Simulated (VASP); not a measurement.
A run of VASP 6.6.1 is set up as follows.

INCAR

```
SYSTEM = Al2BP3
ALGO = Normal
EDIFF = 1E-7
ENCUT = 520
GGA = PE
ISIF = 2
ISMEAR = 0
LASPH = .True.
LCHARG = .False.
LREAL = .False.
LWAVE = .False.
NBANDS = 21
NELM = 100
PREC = Accurate
SIGMA = 0.1
```

Contents of KPOINTS:

```
k-points
0
Gamma
  6 6 12
  0 0 0
```

The input POSCAR:

```
Al2BP3
1.0
    5.8092825056      0.0000000000      0.0000000000
   -2.9046412528      5.0309862276      0.0000000000
    0.0000000000      0.0000000000      3.6206486813
Al B P
2 1 3
Direct
    0.3333333333      0.6666666667      0.0000000000
    0.6666666667      0.3333333333      0.0000000000
    0.0000000000      0.0000000000      0.0000000000
    0.5000000000      0.0000000000      0.5000000000
    0.5000000000      0.5000000000      0.5000000000
    0.0000000000      0.5000000000      0.5000000000
```

Potentials or basis: VASP PAW PBE potentials, release 64 (Al, B, P).

The run is started by

```console
$ cat potpaw_PBE.64/Al/POTCAR potpaw_PBE.64/B/POTCAR potpaw_PBE.64/P/POTCAR > POTCAR
$ mpirun -np 1 vasp_std > vasp.out
```

Task: Estimate the band gap on the k mesh.

Result: Zero (bands 12 and 13 overlap by 2.17 eV).

Task: What does it give for the pressure?

Result: -0.1 GPa.
